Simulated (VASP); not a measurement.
# SiC (F-43m) in VASP: notebook

SiC is run at these levels: PBE; tasks: single point.

All numbers are computed with VASP 6.6.1; they aren't measurements. Logs are shortened: lines on timing, memory, paths and dates and some standing lists are left out, and cuts for length are marked.

### 1 The cell of the first run

The structure is cubic, space group F-43m (No. 216). The conventional cell has a = 4.358 Å, b = 4.358 Å, c = 4.358 Å, α = 90.00°, β = 90.00°, γ = 90.00°. Within 2.5 Å of Si (site symmetry -43m) lie 4 C at 1.89 Å. Within 2.5 Å of C (site symmetry -43m) lie 4 Si at 1.89 Å.

### 2 Single point, PBE

Input file INCAR:

```
SYSTEM = SiC
  PREC = Accurate
  ENCUT = 600
  EDIFF = 1E-6
  ISMEAR = -1
  SIGMA = 0.05
  LREAL = .False.
  LASPH = .True.
  NELM = 120
  ALGO = Normal
  ISIF = 2
  LWAVE = .False.
  LCHARG = .False.
  GGA = PE
  NBANDS = 11
  GGA_COMPAT = .False.
```

Input file KPOINTS:

```
regular mesh
0
Gamma
  3 3 3
  0 0 0
```

Input file POSCAR:

```
SiC
1.0
    0.0000000000      2.1790000000      2.1790000000
    2.1790000000      0.0000000000      2.1790000000
    2.1790000000      2.1790000000      0.0000000000
Si C
1 1
Direct
    0.0000000000      0.0000000000      0.0000000000
    0.7500000000      0.7500000000      0.7500000000
```

Potentials or basis: VASP PAW PBE potentials, release 64 (Si, C).

The run is started by

```sh
$ cat potpaw_PBE.64/Si/POTCAR potpaw_PBE.64/C/POTCAR > POTCAR
$ mpirun -np 1 vasp_std > vasp.out
```

OUTCAR:

```text
SYSTEM = SiC
   PREC = Accurate
   ENCUT = 600
   EDIFF = 1E-6
   ISMEAR = -1
   LREAL = .False.
   LASPH = .True.
   NELM = 120
   ISIF = 2
   GGA = PE

 ion  position               nearest neighbor table
   1  0.000  0.000  0.000-   2 1.89   2 1.89   2 1.89   2 1.89
   2  0.750  0.750  0.750-   1 1.89   1 1.89   1 1.89   1 1.89

  LATTYP: Found a face centered cubic cell.
 ALAT       =     4.3580000000

  Lattice vectors:

 A1 = (   0.0000000000,   2.1790000000,   2.1790000000)
 A2 = (   2.1790000000,   0.0000000000,   2.1790000000)
 A3 = (   2.1790000000,   2.1790000000,   0.0000000000)

Analysis of symmetry for initial positions (statically):
=====================================================================
 Subroutine PRICEL returns:
 Original cell was already a primitive cell.

 Routine SETGRP: Setting up the symmetry group for a
 face centered cubic supercell.

 Subroutine GETGRP returns: Found 24 space group operations
 (whereof 24 operations were pure point group operations)
 out of a pool of 48 trial point group operations.

The static configuration has the point symmetry T_d .

Analysis of symmetry for dynamics (positions and initial velocities):
=====================================================================
 Subroutine PRICEL returns:
 Original cell was already a primitive cell.

 Routine SETGRP: Setting up the symmetry group for a
 face centered cubic supercell.

 Subroutine GETGRP returns: Found 24 space group operations
 (whereof 24 operations were pure point group operations)
 out of a pool of 48 trial point group operations.

The dynamic configuration has the point symmetry T_d .

 Subroutine INISYM returns: Found 24 space group operations
 (whereof 24 operations are pure point group operations),
 and found     1 'primitive' translations

----------------------------------------------------------------------------------------

                                     Primitive cell

  volume of cell :      20.6920

  direct lattice vectors                    reciprocal lattice vectors
     0.000000000  2.179000000  2.179000000    -0.229463056  0.229463056  0.229463056
     2.179000000  0.000000000  2.179000000     0.229463056 -0.229463056  0.229463056
     2.179000000  2.179000000  0.000000000     0.229463056  0.229463056 -0.229463056

  length of vectors
     3.081571352  3.081571352  3.081571352     0.397441672  0.397441672  0.397441672

[... 65 lines left out ...]
   ISIF   =      2    stress and relaxation
   ISYM   =      2    0-nonsym 1-usesym 2-fastsym
   POTIM  = 0.5000    time-step for ionic-motion
   TEBEG  =    0.0;   TEEND  =   0.0 temperature during run
   PSTRESS=    0.0 pullay stress
   NELECT =       8.0000    total number of electrons
   NUPDOWN=      -1.0000    fix difference up-down
   EMIN   =  10.00;   EMAX   =-10.00  energy-range for DOS
   EFERMI =   0.00;   METHOD = LEGACY
   ISMEAR =    -1;   SIGMA  =   0.05  broadening in eV -4-tet -1-fermi 0-gaus
   EFERMI_NEDOS =   21; number of points for ismear=-14 and -15
   IALGO  =     38    algorithm
   IMIX   =      4    mixing-type and parameters
     AMIX     =   0.40;   BMIX     =  1.00
     AMIX_MAG =   1.60;   BMIX_MAG =  1.00
  volume/ion in A,a.u.               =      10.35        69.82
  Fermi-wavevector in a.u.,A,eV,Ry     =   1.192626  2.253736 19.352338  1.422357
  Thomas-Fermi vector in A             =   2.328660
   LORBIT       =      0    0 simple, 1 ext, 2 COOP (PROOUT), +10 PAW based schemes
   GGA     = PE    functional components
   LHFCALC =     F    Hartree Fock is set to
   AEXX    =    0.0000 exact exchange contribution
   IVDW    =     0    specifies the selected vdW correction
   LEPSILON=     F    determine dielectric tensor
   LRPA    =     F    only Hartree local field effects (RPA)
 non-spin polarized calculation
  energy-cutoff  :      600.00
  volume of cell :       20.69
 maximum number of plane-waves:       701
 NGX is ok and might be reduce to    28
   NGX = 13   NGY = 13   NGZ = 13

 number of electron       8.0000000 magnetization

 Free energy of the ion-electron system (eV)
  ---------------------------------------------------
  ext. energy  EPLUGINS =         0.00000000
  ---------------------------------------------------
  free energy    TOTEN  =       -14.55574602 eV

  energy without entropy =      -14.55574602  energy(sigma->0) =      -14.55574602

 E-fermi :   9.4437     XC(G=0): -11.3100

 val. band max:        8.2753735443   @ k =   0.0000   0.0000   0.0000
 cond. band min:      10.7734406060   @ k =   0.3333   0.3333   0.0000
 fundamental gap:      2.4980670618
 Fermi energy:         9.4437222170

 k-point     1 :       0.0000    0.0000    0.0000
  band No.  band energies     occupation
      1      -7.2041      2.00000
      2       8.2754      2.00000
      3       8.2754      2.00000
      4       8.2754      2.00000
      5      14.4819      0.00000
      6      15.4373      0.00000
      7      15.4373      0.00000
      8      15.4373      0.00000
      9      22.6382      0.00000
     10      22.6382      0.00000
     11      24.6350      0.00000
[... 29 lines left out ...]
 k-point     4 :      -0.3333    0.3333    0.0000
  band No.  band energies     occupation
      1      -2.5251      2.00000
      2       1.1523      2.00000
      3       2.5624      2.00000
      4       6.0639      2.00000
      5      11.9767      0.00000
      6      17.4015      0.00000
      7      18.9490      0.00000
      8      19.7919      0.00000
      9      21.0679      0.00000
     10      22.6532      0.00000
     11      29.9447      0.00000

------------------------ aborting loop because EDIFF is reached ----------------------------------------

  FORCE on cell =-STRESS in cart. coord.  units (eV):
  Direction    XX          YY          ZZ          XY          YZ          ZX
  --------------------------------------------------------------------------------------
  -------------------------------------------------------------------------------------
  Total        0.6022851      0.6022851      0.6022851     -0.0000000      0.0000000     -0.0000000
  in kB       46.6348968     46.6348968     46.6348968     -0.0000000      0.0000000     -0.0000000
  external PRESSURE =      46.6348968 kB  Pullay stress =       0.0000000 kB

 VOLUME and BASIS-vectors are now :
 -----------------------------------------------------------------------------
  energy-cutoff  :      600.00
  volume of cell :       20.69
      direct lattice vectors                 reciprocal lattice vectors
     0.000000000  2.179000000  2.179000000    -0.229463056  0.229463056  0.229463056
     2.179000000  0.000000000  2.179000000     0.229463056 -0.229463056  0.229463056
     2.179000000  2.179000000  0.000000000     0.229463056  0.229463056 -0.229463056

 POSITION                                       TOTAL-FORCE (eV/Angst)
 -----------------------------------------------------------------------------------
      0.00000      0.00000      0.00000         0.000000      0.000000      0.000000
      3.26850      3.26850      3.26850        -0.000000     -0.000000     -0.000000
 -----------------------------------------------------------------------------------
    total drift:                                0.000000      0.000000      0.000000

  FREE ENERGIE OF THE ION-ELECTRON SYSTEM (eV)
  ---------------------------------------------------
  free  energy   TOTEN  =       -14.5557460218 eV

  energy  without entropy=      -14.5557460217  energy(sigma->0) =      -14.55574602
```

OSZICAR:

```text
N       E                     dE             d eps       ncg     rms          rms(c)
DAV:   1     0.600203188991E+01    0.60020E+01   -0.43985E+03    88   0.695E+02
DAV:   2    -0.158860597043E+02   -0.21888E+02   -0.17860E+02   111   0.112E+02
DAV:   3    -0.166420962251E+02   -0.75604E+00   -0.75531E+00   106   0.181E+01
DAV:   4    -0.166448337037E+02   -0.27375E-02   -0.27374E-02   103   0.142E+00
DAV:   5    -0.166448466079E+02   -0.12904E-04   -0.12904E-04   103   0.874E-02    0.907E+00
DAV:   6    -0.146346827780E+02    0.20102E+01   -0.69434E+00    94   0.120E+01    0.396E+00
DAV:   7    -0.145625350593E+02    0.72148E-01   -0.44835E-01   106   0.367E+00    0.183E+00
DAV:   8    -0.145552033607E+02    0.73317E-02   -0.24389E-02   103   0.105E+00    0.161E-01
DAV:   9    -0.145555720171E+02   -0.36866E-03   -0.14027E-03   106   0.228E-01    0.116E-01
DAV:  10    -0.145557397985E+02   -0.16778E-03   -0.28148E-04   106   0.102E-01    0.264E-02
DAV:  11    -0.145557454077E+02   -0.56093E-05   -0.41113E-05   103   0.343E-02    0.751E-03
DAV:  12    -0.145557460218E+02   -0.61402E-06   -0.13910E-06    87   0.823E-03
   1 F= -.14555746E+02 E0= -.14555746E+02  d E =-.209782E-10
```

It took 2.5 s on 1 thread of Intel Xeon 6975P-C (Granite Rapids), shared host; peak memory 0.14 GiB.

What came out:

```
Free energy            : -14.5557 eV
Pressure               : 4.7 GPa
Band gap on the k mesh : 2.50 eV (least direct gap 5.15 eV)
```

Levels at points of the mesh, in eV from the valence-band top:
| k point | band 2 | band 3 | band 4 | band 5 | band 6 | band 7 |
| --- | --- | --- | --- | --- | --- | --- |
| (0.00, 0.00, 0.00) | 0.00 | 0.00 | 0.00 | 6.21 | 7.16 | 7.16 |

Caveat: the k points lie up to 0.83 Å⁻¹ apart; an odd mesh through Γ misses points on the zone boundary, where band edges can lie.

### 3 Single point, PBE

Input file INCAR:

```
ALGO = Normal
EDIFF = 1E-6
ENCUT = 600
GGA = PE
GGA_COMPAT = False
ISIF = 2
ISMEAR = -1
LASPH = True
LCHARG = True
LELF = True
LREAL = False
LVHAR = True
LWAVE = False
NBANDS = 11
NELM = 120
PREC = Accurate
SIGMA = 0.05
```

Input file KPOINTS:

```
k-points
0
Gamma
  5 5 5
```

POSCAR is that of step 2.

Potentials or basis: VASP PAW PBE potentials, release 64 (Si, C).

The run is started by

```sh
$ cat potpaw_PBE.64/Si/POTCAR potpaw_PBE.64/C/POTCAR > POTCAR
$ mpirun -np 1 vasp_std > vasp.out
```

OUTCAR:

```text
EDIFF = 1E-6
   ENCUT = 600
   GGA = PE
   ISIF = 2
   ISMEAR = -1
   LASPH = True
   LREAL = False
   NELM = 120
   PREC = Accurate

 ion  position               nearest neighbor table
   1  0.000  0.000  0.000-   2 1.89   2 1.89   2 1.89   2 1.89
   2  0.750  0.750  0.750-   1 1.89   1 1.89   1 1.89   1 1.89

  LATTYP: Found a face centered cubic cell.
 ALAT       =     4.3580000000

  Lattice vectors:

 A1 = (   0.0000000000,   2.1790000000,   2.1790000000)
 A2 = (   2.1790000000,   0.0000000000,   2.1790000000)
 A3 = (   2.1790000000,   2.1790000000,   0.0000000000)

Analysis of symmetry for initial positions (statically):
=====================================================================
 Subroutine PRICEL returns:
 Original cell was already a primitive cell.

 Routine SETGRP: Setting up the symmetry group for a
 face centered cubic supercell.

 Subroutine GETGRP returns: Found 24 space group operations
 (whereof 24 operations were pure point group operations)
 out of a pool of 48 trial point group operations.

The static configuration has the point symmetry T_d .

Analysis of symmetry for dynamics (positions and initial velocities):
=====================================================================
 Subroutine PRICEL returns:
 Original cell was already a primitive cell.

 Routine SETGRP: Setting up the symmetry group for a
 face centered cubic supercell.

 Subroutine GETGRP returns: Found 24 space group operations
 (whereof 24 operations were pure point group operations)
 out of a pool of 48 trial point group operations.

The dynamic configuration has the point symmetry T_d .

 Subroutine INISYM returns: Found 24 space group operations
 (whereof 24 operations are pure point group operations),
 and found     1 'primitive' translations

----------------------------------------------------------------------------------------

                                     Primitive cell

  volume of cell :      20.6920

  direct lattice vectors                    reciprocal lattice vectors
     0.000000000  2.179000000  2.179000000    -0.229463056  0.229463056  0.229463056
     2.179000000  0.000000000  2.179000000     0.229463056 -0.229463056  0.229463056
     2.179000000  2.179000000  0.000000000     0.229463056  0.229463056 -0.229463056

  length of vectors
     3.081571352  3.081571352  3.081571352     0.397441672  0.397441672  0.397441672

  position of ions in fractional coordinates (direct lattice)
     0.000000000  0.000000000  0.000000000
     0.750000000  0.750000000  0.750000000

  ion indices of the primitive-cell ions
   primitive index   ion index
                 1           1
                 2           2

----------------------------------------------------------------------------------------

 KPOINTS: k-points

Automatic generation of k-mesh.
 Grid dimensions read from file:
 generate k-points for:    5    5    5

 Generating k-lattice:

  Cartesian coordinates                     Fractional coordinates (reciprocal lattice)
    -0.045892611  0.045892611  0.045892611     0.200000000  0.000000000  0.000000000
     0.045892611 -0.045892611  0.045892611     0.000000000  0.200000000  0.000000000
     0.045892611  0.045892611 -0.045892611     0.000000000  0.000000000  0.200000000

  Length of vectors
     0.079488334  0.079488334  0.079488334

  Shift w.r.t. Gamma in fractional coordinates (k-lattice)
     0.000000000  0.000000000  0.000000000

 Subroutine IBZKPT returns following result:
 ===========================================

 Found     10 irreducible k-points:

 Following reciprocal coordinates:
            Coordinates               Weight
  0.000000  0.000000  0.000000      1.000000
  0.200000  0.000000  0.000000      8.000000
  0.400000  0.000000  0.000000      8.000000
  0.200000  0.200000  0.000000      6.000000
  0.400000  0.200000  0.000000     24.000000
 -0.400000  0.200000  0.000000     24.000000
 -0.200000  0.200000  0.000000     12.000000
  0.400000  0.400000  0.000000      6.000000
 -0.400000  0.400000  0.000000     12.000000
 -0.400000  0.400000  0.200000     24.000000
   k-points           NKPTS =     10   k-points in BZ     NKDIM =     10   number of bands    NBANDS=     11
   number of dos      NEDOS =    301   number of ions     NIONS =      2
   total plane-waves  NPLWV =  21952
   dimension x,y,z NGX =    28 NGY =   28 NGZ =   28
   dimension x,y,z NGXF=    56 NGYF=   56 NGZF=   56
   ions per type =               1   1
   NGX,Y,Z   is equivalent  to a cutoff of  15.11, 15.11, 15.11 a.u.
   NGXF,Y,Z  is equivalent  to a cutoff of  30.21, 30.21, 30.21 a.u.
 SYSTEM =  unknown system
   PREC   = accura    normal or accurate (medium, high low for compatibility)
   ISTART =      0    job   : 0-new  1-cont  2-samecut
   ICHARG =      2    charge: 1-file 2-atom 10-const
   ISPIN  =      1    spin polarized calculation?
   LNONCOLLINEAR =      F non collinear calculations
   LSORBIT =      F    spin-orbit coupling
   LASPH  =      T    aspherical Exc in radial PAW
   ENCUT  =  600.0 eV  44.10 Ry    6.64 a.u.   6.15  6.15  6.15*2*pi/ulx,y,z
   NELM   =    120;   NELMIN=  2; NELMDL= -5     # of ELM steps
   EDIFF  = 0.1E-05   stopping-criterion for ELM
   LREAL  =      F    real-space projection
   EDIFFG = 0.1E-04   stopping-criterion for IOM
   NSW    =      0    number of steps for IOM
   IBRION =     -1    ionic relax: 0-MD 1-quasi-New 2-CG
   NFREE  =      0    steps in history (QN), initial steepest desc. (CG)
   ISIF   =      2    stress and relaxation
   ISYM   =      2    0-nonsym 1-usesym 2-fastsym
   POTIM  = 0.5000    time-step for ionic-motion
   TEBEG  =    0.0;   TEEND  =   0.0 temperature during run
   PSTRESS=    0.0 pullay stress
   NELECT =       8.0000    total number of electrons
   NUPDOWN=      -1.0000    fix difference up-down
   EMIN   =  10.00;   EMAX   =-10.00  energy-range for DOS
   EFERMI =   0.00;   METHOD = LEGACY
   ISMEAR =    -1;   SIGMA  =   0.05  broadening in eV -4-tet -1-fermi 0-gaus
   EFERMI_NEDOS =   21; number of points for ismear=-14 and -15
   IALGO  =     38    algorithm
   IMIX   =      4    mixing-type and parameters
     AMIX     =   0.40;   BMIX     =  1.00
     AMIX_MAG =   1.60;   BMIX_MAG =  1.00
  volume/ion in A,a.u.               =      10.35        69.82
  Fermi-wavevector in a.u.,A,eV,Ry     =   1.192626  2.253736 19.352338  1.422357
  Thomas-Fermi vector in A             =   2.328660
   LORBIT       =      0    0 simple, 1 ext, 2 COOP (PROOUT), +10 PAW based schemes
   GGA     = PE    functional components
   LHFCALC =     F    Hartree Fock is set to
   AEXX    =    0.0000 exact exchange contribution
   IVDW    =     0    specifies the selected vdW correction
   LEPSILON=     F    determine dielectric tensor
   LRPA    =     F    only Hartree local field effects (RPA)
 non-spin polarized calculation
  energy-cutoff  :      600.00
  volume of cell :       20.69
 maximum number of plane-waves:       701
 NGX is ok and might be reduce to    28
   NGX = 13   NGY = 13   NGZ = 13

 number of electron       8.0000000 magnetization

 Free energy of the ion-electron system (eV)
  ---------------------------------------------------
  ext. energy  EPLUGINS =         0.00000000
  ---------------------------------------------------
  free energy    TOTEN  =       -15.02396701 eV

  energy without entropy =      -15.02396700  energy(sigma->0) =      -15.02396701

 E-fermi :   9.0153     XC(G=0): -11.3507

 val. band max:        8.1270255313   @ k =   0.0000   0.0000   0.0000
 cond. band min:       9.9368434300   @ k =   0.4000   0.4000   0.0000
 fundamental gap:      1.8098178987
 Fermi energy:         9.0153302302

 k-point     1 :       0.0000    0.0000    0.0000
  band No.  band energies     occupation
      1      -7.2854      2.00000
      2       8.1270      2.00000
      3       8.1270      2.00000
      4       8.1270      2.00000
      5      14.3569      0.00000
      6      15.4172      0.00000
      7      15.4172      0.00000
      8      15.4172      0.00000
      9      22.6167      0.00000
     10      22.6167      0.00000
     11      24.5928      0.00000
[... 113 lines left out ...]
 k-point    10 :      -0.4000    0.4000    0.2000
  band No.  band energies     occupation
      1      -2.8128      2.00000
      2       1.3758      2.00000
      3       3.2778      2.00000
      4       4.6566      2.00000
      5      13.0336      0.00000
      6      16.3814      0.00000
      7      16.9109      0.00000
      8      20.4486      0.00000
      9      21.5165      0.00000
     10      24.7760      0.00000
     11      29.6569      0.00000

------------------------ aborting loop because EDIFF is reached ----------------------------------------

  FORCE on cell =-STRESS in cart. coord.  units (eV):
  Direction    XX          YY          ZZ          XY          YZ          ZX
  --------------------------------------------------------------------------------------
  -------------------------------------------------------------------------------------
  Total        0.4127545      0.4127545      0.4127545      0.0000000      0.0000000      0.0000000
  in kB       31.9595530     31.9595530     31.9595530      0.0000000      0.0000000      0.0000000
  external PRESSURE =      31.9595530 kB  Pullay stress =       0.0000000 kB

 VOLUME and BASIS-vectors are now :
 -----------------------------------------------------------------------------
  energy-cutoff  :      600.00
  volume of cell :       20.69
      direct lattice vectors                 reciprocal lattice vectors
     0.000000000  2.179000000  2.179000000    -0.229463056  0.229463056  0.229463056
     2.179000000  0.000000000  2.179000000     0.229463056 -0.229463056  0.229463056
     2.179000000  2.179000000  0.000000000     0.229463056  0.229463056 -0.229463056

 POSITION                                       TOTAL-FORCE (eV/Angst)
 -----------------------------------------------------------------------------------
      0.00000      0.00000      0.00000         0.000000      0.000000     -0.000000
      3.26850      3.26850      3.26850        -0.000000      0.000000      0.000000
 -----------------------------------------------------------------------------------
    total drift:                                0.000000      0.000000      0.000000

  FREE ENERGIE OF THE ION-ELECTRON SYSTEM (eV)
  ---------------------------------------------------
  free  energy   TOTEN  =       -15.0239670059 eV

  energy  without entropy=      -15.0239670041  energy(sigma->0) =      -15.02396701
```

Run time: 3.6 s. Hardware: 1 thread of Intel Xeon 6975P-C (Granite Rapids), shared host; peak memory 0.14 GiB.

What came out:

* Free energy: -15.0240 eV
* Pressure: 3.2 GPa
* Band gap on the k mesh: 1.81 eV (least direct gap 4.79 eV)

Caveat: the k points lie up to 0.50 Å⁻¹ apart; an odd mesh through Γ misses points on the zone boundary, where band edges can lie.

(Part 1 of 2 ends here.)
